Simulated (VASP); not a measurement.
# Os3Au (P4/mmm) in VASP: further runs

Os3Au is run at these levels: PBE; tasks: single point.

Program: VASP 6.6.1. These are calculated values, not measurements. Logs are shortened: lines on timing, memory, paths and dates and some standing lists are left out, and cuts for length are marked.

## Step 1: The cell of the first run

Symmetry: P4/mmm, No. 123, tetragonal system. Conventional cell: a = 3.335 Å, b = 3.335 Å, c = 5.627 Å, α = 90.00°, β = 90.00°, γ = 90.00°. Within 3.4 Å of Os (site symmetry 4mm) lie 10 Os at 2.52 to 3.33 Å and 4 Au at 2.82 Å. Os (site symmetry 4/mmm) has 12 Os at 2.67 to 3.33 Å and 2 Au at 2.81 Å within 3.5 Å. Au (site symmetry 4/mmm) has 10 Os at 2.81 to 2.82 Å and 4 Au at 3.33 Å within 3.7 Å.

The cell was generated, and may not be a known phase.

## Step 2: Single point, PBE

Input file INCAR:

```
SYSTEM = Os3Au
PREC = Accurate
ENCUT = 600
EDIFF = 1E-6
ISMEAR = 0
SIGMA = 0.2
LREAL = .False.
LASPH = .True.
NELM = 120
ALGO = Normal
ISIF = 2
LWAVE = .False.
LCHARG = .False.
GGA = PE
NBANDS = 26
GGA_COMPAT = .False.
```

Input file KPOINTS:

```
regular mesh
0
Gamma
  5 5 5
  0 0 0
```

Input file POSCAR:

```
Os3Au
1.0
    3.3348894006      0.0000000000      0.0000000000
    0.0000000000      3.3348894006      0.0000000000
    0.0000000000      0.0000000000      5.6266600818
Os Au
3 1
Direct
    0.0000000000      0.0000000000      0.2239716004
    0.0000000000      0.0000000000      0.7760283996
    0.5000000000      0.5000000000      0.0000000000
    0.5000000000      0.5000000000      0.5000000000
```

Potentials or basis: VASP PAW PBE potentials, release 64 (Os, Au).

The run is started by

```console
$ cat potpaw_PBE.64/Os/POTCAR potpaw_PBE.64/Au/POTCAR > POTCAR
$ mpirun -np 1 vasp_std > vasp.out
```

OUTCAR:

```text
SYSTEM = Os3Au
   PREC = Accurate
   ENCUT = 600
   EDIFF = 1E-6
   ISMEAR = 0
   LREAL = .False.
   LASPH = .True.
   NELM = 120
   ISIF = 2
   GGA = PE

 ion  position               nearest neighbor table
   1  0.000  0.000  0.224-   2 2.52   3 2.67   3 2.67   3 2.67   3 2.67   4 2.82   4 2.82   4 2.82
                             4 2.82   2 3.11
   2  0.000  0.000  0.776-   1 2.52   3 2.67   3 2.67   3 2.67   3 2.67   4 2.82   4 2.82   4 2.82
                             4 2.82   1 3.11
   3  0.500  0.500  0.000-   1 2.67   2 2.67   1 2.67   2 2.67   1 2.67   2 2.67   1 2.67   2 2.67
                             4 2.81   4 2.81
   4  0.500  0.500  0.500-   3 2.81   3 2.81   1 2.82   2 2.82   1 2.82   2 2.82   1 2.82   2 2.82
                             1 2.82   2 2.82

  LATTYP: Found a simple tetragonal cell.
 ALAT       =     3.3348894006
 C/A-ratio  =     1.6872104007

  Lattice vectors:

 A1 = (   3.3348894006,   0.0000000000,   0.0000000000)
 A2 = (   0.0000000000,   3.3348894006,   0.0000000000)
 A3 = (   0.0000000000,   0.0000000000,   5.6266600818)

Analysis of symmetry for initial positions (statically):
=====================================================================
 Subroutine PRICEL returns:
 Original cell was already a primitive cell.

 Routine SETGRP: Setting up the symmetry group for a
 simple tetragonal supercell.

 Subroutine GETGRP returns: Found 16 space group operations
 (whereof 16 operations were pure point group operations)
 out of a pool of 16 trial point group operations.

The static configuration has the point symmetry D_4h.

Analysis of symmetry for dynamics (positions and initial velocities):
=====================================================================
 Subroutine PRICEL returns:
 Original cell was already a primitive cell.

 Routine SETGRP: Setting up the symmetry group for a
 simple tetragonal supercell.

 Subroutine GETGRP returns: Found 16 space group operations
 (whereof 16 operations were pure point group operations)
 out of a pool of 16 trial point group operations.

The dynamic configuration has the point symmetry D_4h.

 Subroutine INISYM returns: Found 16 space group operations
 (whereof 16 operations are pure point group operations),
 and found     1 'primitive' translations

----------------------------------------------------------------------------------------

                                     Primitive cell

  volume of cell :      62.5768

  direct lattice vectors                    reciprocal lattice vectors
     3.334889401  0.000000000  0.000000000     0.299860019  0.000000000  0.000000000
     0.000000000  3.334889401  0.000000000     0.000000000  0.299860019  0.000000000
     0.000000000  0.000000000  5.626660082     0.000000000  0.000000000  0.177725326

  length of vectors
     3.334889401  3.334889401  5.626660082     0.299860019  0.299860019  0.177725326

  position of ions in fractional coordinates (direct lattice)
     0.000000000  0.000000000  0.223971600
     0.000000000  0.000000000  0.776028400
     0.500000000  0.500000000  0.000000000
     0.500000000  0.500000000  0.500000000

  ion indices of the primitive-cell ions
   primitive index   ion index
                 1           1
                 2           2
                 3           3
                 4           4

----------------------------------------------------------------------------------------

 KPOINTS: regular mesh

Automatic generation of k-mesh.
 Grid dimensions read from file:
 generate k-points for:    5    5    5

 Generating k-lattice:

  Cartesian coordinates                     Fractional coordinates (reciprocal lattice)
     0.059972004  0.000000000  0.000000000     0.200000000  0.000000000  0.000000000
     0.000000000  0.059972004  0.000000000     0.000000000  0.200000000  0.000000000
     0.000000000  0.000000000  0.035545065     0.000000000  0.000000000  0.200000000

  Length of vectors
     0.059972004  0.059972004  0.035545065

  Shift w.r.t. Gamma in fractional coordinates (k-lattice)
     0.000000000  0.000000000  0.000000000

 Subroutine IBZKPT returns following result:
 ===========================================

 Found     18 irreducible k-points:

 Following reciprocal coordinates:
            Coordinates               Weight
  0.000000  0.000000  0.000000      1.000000
  0.200000  0.000000  0.000000      4.000000
  0.400000  0.000000  0.000000      4.000000
  0.200000  0.200000  0.000000      4.000000
  0.400000  0.200000  0.000000      8.000000
  0.400000  0.400000  0.000000      4.000000
[... 10 lines left out ...]
  0.400000  0.200000  0.400000     16.000000
  0.400000  0.400000  0.400000      8.000000
   k-points           NKPTS =     18   k-points in BZ     NKDIM =     18   number of bands    NBANDS=     26
   number of dos      NEDOS =    301   number of ions     NIONS =      4
   total plane-waves  NPLWV =  37632
   dimension x,y,z NGX =    28 NGY =   28 NGZ =   48
   dimension x,y,z NGXF=    56 NGYF=   56 NGZF=   96
   ions per type =               3   1
   NGX,Y,Z   is equivalent  to a cutoff of  13.96, 13.96, 14.18 a.u.
   NGXF,Y,Z  is equivalent  to a cutoff of  27.92, 27.92, 28.36 a.u.
 SYSTEM =  Os3Au
   PREC   = accura    normal or accurate (medium, high low for compatibility)
   ISTART =      0    job   : 0-new  1-cont  2-samecut
   ICHARG =      2    charge: 1-file 2-atom 10-const
   ISPIN  =      1    spin polarized calculation?
   LNONCOLLINEAR =      F non collinear calculations
   LSORBIT =      F    spin-orbit coupling
   LASPH  =      T    aspherical Exc in radial PAW
   ENCUT  =  600.0 eV  44.10 Ry    6.64 a.u.   6.66  6.66 11.24*2*pi/ulx,y,z
   NELM   =    120;   NELMIN=  2; NELMDL= -5     # of ELM steps
   EDIFF  = 0.1E-05   stopping-criterion for ELM
   LREAL  =      F    real-space projection
[... 7 lines left out ...]
   TEBEG  =    0.0;   TEEND  =   0.0 temperature during run
   PSTRESS=    0.0 pullay stress
   NELECT =      35.0000    total number of electrons
   NUPDOWN=      -1.0000    fix difference up-down
   EMIN   =  10.00;   EMAX   =-10.00  energy-range for DOS
   EFERMI =   0.00;   METHOD = LEGACY
   ISMEAR =     0;   SIGMA  =   0.20  broadening in eV -4-tet -1-fermi 0-gaus
   EFERMI_NEDOS =   21; number of points for ismear=-14 and -15
   IALGO  =     38    algorithm
   IMIX   =      4    mixing-type and parameters
     AMIX     =   0.40;   BMIX     =  1.00
     AMIX_MAG =   1.60;   BMIX_MAG =  1.00
  volume/ion in A,a.u.               =      15.64       105.57
  Fermi-wavevector in a.u.,A,eV,Ry     =   1.348838  2.548933 24.753934  1.819363
  Thomas-Fermi vector in A             =   2.476474
   LORBIT       =      0    0 simple, 1 ext, 2 COOP (PROOUT), +10 PAW based schemes
   GGA     = PE    functional components
   LHFCALC =     F    Hartree Fock is set to
   AEXX    =    0.0000 exact exchange contribution
   IVDW    =     0    specifies the selected vdW correction
   LEPSILON=     F    determine dielectric tensor
   LRPA    =     F    only Hartree local field effects (RPA)
 non-spin polarized calculation
 Gauss-broadening in eV      SIGMA  =   0.20
  energy-cutoff  :      600.00
  volume of cell :       62.58
 maximum number of plane-waves:      2105
 NGX is ok and might be reduce to    28
   NGX = 13   NGY = 13   NGZ = 23

 number of electron      35.0000003 magnetization

 Free energy of the ion-electron system (eV)
  ---------------------------------------------------
  ext. energy  EPLUGINS =         0.00000000
  ---------------------------------------------------
  free energy    TOTEN  =       -33.69033165 eV

  energy without entropy =      -33.55658153  energy(sigma->0) =      -33.62345659

 E-fermi :   8.7775     XC(G=0): -13.3342

 val. band max:        8.7695109139   @ k =   0.4000   0.4000   0.4000
 cond. band min:       8.7928284638   @ k =   0.2000   0.2000   0.4000
 fundamental gap:      0.0233175499
 Fermi energy:         8.7774556025

 k-point     1 :       0.0000    0.0000    0.0000
  band No.  band energies     occupation
      1      -1.5162      2.00000
      2       1.7209      2.00000
      3       1.7751      2.00000
      4       3.1716      2.00000
      5       3.5416      2.00000
      6       3.7751      2.00000
[... 18 lines left out ...]
     25      14.4367      0.00000
     26      20.4478      0.00000

 k-point     2 :       0.2000    0.0000    0.0000
  band No.  band energies     occupation
      1      -0.7742      2.00000
      2       1.9862      2.00000
      3       2.2376      2.00000
      4       2.3755      2.00000
      5       2.5025      2.00000
      6       3.4195      2.00000
[... 18 lines left out ...]
     25      17.0874      0.00000
     26      19.5377      0.00000

 k-point     3 :       0.4000    0.0000    0.0000
  band No.  band energies     occupation
      1       1.0843      2.00000
      2       1.5418      2.00000
      3       1.6472      2.00000
      4       2.4472      2.00000
      5       2.8423      2.00000
      6       2.9139      2.00000
[... 18 lines left out ...]
     25      16.3913      0.00000
     26      16.8104      0.00000

 k-point     4 :       0.2000    0.2000    0.0000
  band No.  band energies     occupation
      1      -0.1760      2.00000
      2       2.1474      2.00000
      3       2.2472      2.00000
      4       2.4457      2.00000
      5       2.7571      2.00000
      6       3.2234      2.00000
[... 18 lines left out ...]
     25      14.7253      0.00000
     26      18.5713      0.00000
[... 322 lines left out ...]
      1       0.7579      2.00000
      2       1.5795      2.00000
      3       3.0038      2.00000
      4       3.0260      2.00000
      5       3.2197      2.00000
      6       3.3193      2.00000
[... 18 lines left out ...]
     25      16.0297      0.00000
     26      16.3864      0.00000

 k-point    17 :       0.4000    0.2000    0.4000
  band No.  band energies     occupation
      1       1.9313      2.00000
      2       2.2745      2.00000
      3       2.6065      2.00000
      4       2.9297      2.00000
      5       3.1915      2.00000
      6       3.3573      2.00000
[... 18 lines left out ...]
     25      16.5409      0.00000
     26      17.5796      0.00000

 k-point    18 :       0.4000    0.4000    0.4000
  band No.  band energies     occupation
      1       2.2257      2.00000
      2       2.4727      2.00000
      3       2.6689      2.00000
      4       2.9963      2.00000
      5       3.3825      2.00000
      6       3.7789      2.00000
[... 18 lines left out ...]
     25      15.5032      0.00000
     26      15.5410      0.00000

------------------------ aborting loop because EDIFF is reached ----------------------------------------

  FORCE on cell =-STRESS in cart. coord.  units (eV):
  Direction    XX          YY          ZZ          XY          YZ          ZX
  --------------------------------------------------------------------------------------
  -------------------------------------------------------------------------------------
  Total       -0.0366074     -0.0366074      0.1787333      0.0000000     -0.0000000      0.0000000
  in kB       -0.9372725     -0.9372725      4.5761734      0.0000000     -0.0000000      0.0000000
  external PRESSURE =       0.9005428 kB  Pullay stress =       0.0000000 kB

 VOLUME and BASIS-vectors are now :
 -----------------------------------------------------------------------------
  energy-cutoff  :      600.00
  volume of cell :       62.58
      direct lattice vectors                 reciprocal lattice vectors
     3.334889401  0.000000000  0.000000000     0.299860019  0.000000000  0.000000000
     0.000000000  3.334889401  0.000000000     0.000000000  0.299860019  0.000000000
     0.000000000  0.000000000  5.626660082     0.000000000  0.000000000  0.177725326

 POSITION                                       TOTAL-FORCE (eV/Angst)
 -----------------------------------------------------------------------------------
      0.00000      0.00000      1.26021        -0.000000      0.000000     -0.033954
      0.00000      0.00000      4.36645         0.000000      0.000000      0.033954
      1.66744      1.66744      0.00000        -0.000000      0.000000      0.000000
      1.66744      1.66744      2.81333        -0.000000      0.000000      0.000000
 -----------------------------------------------------------------------------------
    total drift:                                0.000000      0.000000      0.000000

  FREE ENERGIE OF THE ION-ELECTRON SYSTEM (eV)
  ---------------------------------------------------
  free  energy   TOTEN  =       -33.6903316514 eV

  energy  without entropy=      -33.5565815344  energy(sigma->0) =      -33.62345659
```

Run time: 43 s. Hardware: 1 thread of Intel Xeon 8259CL, shared host; peak memory 0.2 GiB.

What came out:

```
Free energy            : -33.6903 eV
Pressure               : 0.1 GPa
Largest force          : 0.034 eV/Å
Band gap on the k mesh : zero (an odd number of electrons rules out a gap without spin polarisation)
```

Forces in eV/Å, atoms in the order of the input:
```
Os   0.000  0.000 -0.034
Os   0.000  0.000  0.034
Os   0.000  0.000  0.000
Au   0.000  0.000  0.000
```

Levels at points of the mesh, in eV from the Fermi level:
```csv
k point,band 14,band 15,band 16,band 17,band 18,band 19,band 20,band 21
"(0.00, 0.00, 0.00)",-2.87,-2.13,-2.13,-0.96,0.62,1.32,1.32,2.02
```

Caveat: the k points lie up to 0.38 Å⁻¹ apart, too coarse for converged energies and pressures of a metal; spin-orbit coupling is left out, which moves the levels of the heavy elements.

## Step 3: Single point, PBE

This run uses another cell than the first one, of 15.13 Å³/atom.

Input file INCAR:

```
PREC = Accurate
ENCUT = 600
EDIFF = 1E-6
ISMEAR = 0
SIGMA = 0.1
LREAL = False
LASPH = True
NELM = 120
ALGO = Normal
ISIF = 2
LWAVE = False
LCHARG = True
GGA = PE
LELF = True
LVHAR = True
NBANDS = 26
GGA_COMPAT = False
```

Input file KPOINTS:

```
regular mesh
0
Gamma
  6 6 2
```

Input file POSCAR:

```
Os3Au
1.0
    2.7534395877      0.0000000000      0.0000000000
    0.0000000000      2.7534395877      0.0000000000
    0.0000000000      0.0000000000      7.9846860803
Os Au
3 1
Direct
    0.5000000000      0.5000000000      0.2322310450
    0.0000000000      0.0000000000      0.0000000000
    0.5000000000      0.5000000000      0.7677689550
    0.0000000000      0.0000000000      0.5000000000
```

Potentials or basis: VASP PAW PBE potentials, release 64 (Os, Au).

The run is started by

```console
$ cat potpaw_PBE.64/Os/POTCAR potpaw_PBE.64/Au/POTCAR > POTCAR
$ mpirun -np 1 vasp_std > vasp.out
```

Wall time 38 s (1 thread of Intel Xeon 8259CL, shared host); peak memory 0.2 GiB.

Results (log left out):

```
Free energy            : -35.2266 eV
Pressure               : 0.9 GPa
Largest force          : 0.125 eV/Å
Band gap on the k mesh : zero (an odd number of electrons rules out a gap without spin polarisation)
```

Forces on the atoms (eV/Å):
```
Os   0.000  0.000  0.125
Os   0.000  0.000  0.000
Os   0.000  0.000 -0.125
Au   0.000  0.000  0.000
```

Stress tensor (GPa, compression positive):
```
1.11 0.00 0.00
0.00 1.11 0.00
0.00 0.00 0.50
```

Levels at points of the mesh, in eV from the Fermi level:
| k point | band 16 | band 17 | band 18 | band 19 | band 20 | band 21 |
| --- | --- | --- | --- | --- | --- | --- |
| (0.00, 0.00, 0.00) | -0.55 | -0.55 | -0.17 | 0.02 | 1.17 | 1.80 |
| (0.50, 0.00, 0.00) | -0.61 | -0.47 | -0.29 | 0.03 | 1.76 | 1.77 |
| (0.50, 0.50, 0.00) | 1.57 | 1.69 | 2.02 | 2.02 | 2.62 | 3.03 |
| (0.00, 0.00, 0.50) | -0.30 | -0.12 | 0.00 | 0.04 | 0.04 | 1.22 |
| (0.50, 0.00, 0.50) | -2.18 | -0.72 | 0.30 | 0.33 | 1.57 | 1.70 |
| (0.50, 0.50, 0.50) | 1.04 | 1.05 | 2.62 | 3.03 | 3.04 | 4.90 |

Caveat: the k points lie up to 0.39 Å⁻¹ apart, too coarse for converged energies and pressures of a metal; spin-orbit coupling is left out, which moves the levels of the heavy elements.

## Step 4: Single point, PBE

This run uses another cell than the first one, of 17.77 Å³/atom.

Input file INCAR:

```
SYSTEM = Os3Au
PREC     = Accurate       ! precision mode
ENCUT    = 600            ! plane-wave cutoff, eV
EDIFF    = 1E-6           ! SCF threshold, eV
ISMEAR   = 0              ! smearing method
SIGMA    = 0.2            ! smearing width, eV
LREAL    = .False.        ! projectors in reciprocal space
LASPH    = .True.         ! aspherical terms in the spheres
NELM     = 120            ! most SCF steps
ALGO     = Normal         ! electronic algorithm
ISIF     = 2              ! what is computed and relaxed
LWAVE    = .False.        ! write WAVECAR
LCHARG   = .True.         ! write CHGCAR
GGA      = PE             ! functional
LELF     = .True.         ! ELF
LVHAR    = .True.       
NBANDS   = 26             ! bands
GGA_COMPAT= .False.
```

Input file KPOINTS:

```
Automatic mesh
0
Gamma
  6 6 3
  0 0 0
```

Input file POSCAR:

```
Os3Au
1.0
    2.6034926040      0.0000000000      0.0000000000
    0.0000000000      2.6034926040      0.0000000000
    0.0000000000      0.0000000000     10.4842903354
Os Au
3 1
Direct
    0.0000000000      0.0000000000      0.7681077571
    0.0000000000      0.0000000000      0.2318922429
    0.0000000000      0.0000000000      0.0000000000
    0.0000000000      0.0000000000      0.5000000000
```

The run is started by

```console
$ cat potpaw_PBE.64/Os/POTCAR potpaw_PBE.64/Au/POTCAR > POTCAR
$ mpirun -np 1 vasp_std > vasp.out
```

Run time: 48 s. Hardware: 1 thread of Intel Xeon 8259CL, shared host; peak memory 0.23 GiB.

The run converged. Its results:

| Item | Value |
| --- | --- |
| Free energy | -31.5983 eV |
| Pressure | 0.5 GPa |
| Largest force | 0.009 eV/Å |
| Band gap on the k mesh | zero (an odd number of electrons rules out a gap without spin polarisation) |

Forces on the atoms (eV/Å):
```
Os   0.000  0.000 -0.009
Os   0.000  0.000  0.009
Os   0.000  0.000  0.000
Au   0.000  0.000  0.000
```

Stress tensor (GPa, compression positive):
```
0.62 0.00 0.00
0.00 0.62 0.00
0.00 0.00 0.14
```

Levels at points of the mesh, in eV from the Fermi level:
```
           k point  band 13  band 14  band 15  band 16  band 17  band 18  band 19  band 20  band 21  band 22
(0.00, 0.00, 0.00)    -2.45    -1.36    -0.96    -0.96    -0.83     0.54     0.54     1.98     2.14     2.14
(0.50, 0.00, 0.00)    -1.28    -0.97    -0.93    -0.57    -0.43    -0.31     1.02     2.17     2.38     2.47
(0.50, 0.50, 0.00)    -0.70    -0.44    -0.44     0.09     3.94     4.16     4.33     4.33     4.40     4.48
```

Caveat: the k points lie up to 0.40 Å⁻¹ apart, too coarse for converged energies and pressures of a metal; spin-orbit coupling is left out, which moves the levels of the heavy elements.

## Step 5: The runs side by side

| cell | k mesh | smearing | gap on the mesh (eV) | pressure (GPa) | largest force (eV/Å) |
| --- | --- | --- | --- | --- | --- |
| a = 3.335, b = 3.335, c = 5.627 Å, 4 atoms, atomic positions A | 5 × 5 × 5 | gaussian 0.2 eV | none | 0.1 | 0.03 |
| a = 2.753, b = 2.753, c = 7.985 Å, 4 atoms, atomic positions B | 6 × 6 × 2 | gaussian 0.1 eV | none | 0.9 | 0.12 |
| a = 2.603, b = 2.603, c = 10.484 Å, 4 atoms, atomic positions C | 6 × 6 × 3 | gaussian 0.2 eV | none | 0.5 | 0.01 |

Alike in all rows: task single point; level PBE; potentials or basis VASP PAW PBE potentials, release 64 (Os, Au); no spin polarisation; cutoff (eV) 600.

Caveats: all runs use coarse meshes; spin-orbit coupling is left out, which moves the levels of the heavy elements.

Total energies depend on the potentials used, so only differences within one code and one set of settings carry meaning.

The gap in the log of VASP goes by the Fermi energy; the results here count the filled bands.